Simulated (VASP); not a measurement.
A run of VASP 6.6.1 is set up as follows.

Contents of INCAR:

```
PREC = Accurate ; ENCUT = 520
EDIFF = 1E-6 ; ISMEAR = -1
SIGMA = 0.05 ; LREAL = False
LASPH = True ; NELM = 150
ALGO = Fast ; ISIF = 2
LWAVE = False ; LCHARG = True
LNONCOLLINEAR = True ; MAGMOM = 0 0 0
LORBIT = 11 ; LSORBIT = True
GGA_COMPAT = False ; LORBMOM = True
LMAXMIX = 4 ; GGA = PS
LVHAR = True ; NBANDS = 25
```

KPOINTS

```
Automatic mesh
0
Gamma
  12 12 12
```

File POSCAR:

```
Mo
1.0
   -1.5514772677      1.5514772677      1.5514772677
    1.5514772677     -1.5514772677      1.5514772677
    1.5514772677      1.5514772677     -1.5514772677
Mo
1
Direct
    0.0000000000      0.0000000000      0.0000000000
```

Potentials or basis: VASP PAW PBE potentials, release 64 (Mo_sv).

Run with:

```sh
$ cat potpaw_PBE.64/Mo_sv/POTCAR > POTCAR
$ mpirun -np 1 vasp_ncl > vasp.out
```

(1) What does it give for the pressure?

(2) Estimate the net moment.

Answers

(1) 8.2 GPa.

(2) 0.00 μB per cell.

Caveat: the PAW data sets were made with another functional, which shifts forces and pressure a little.
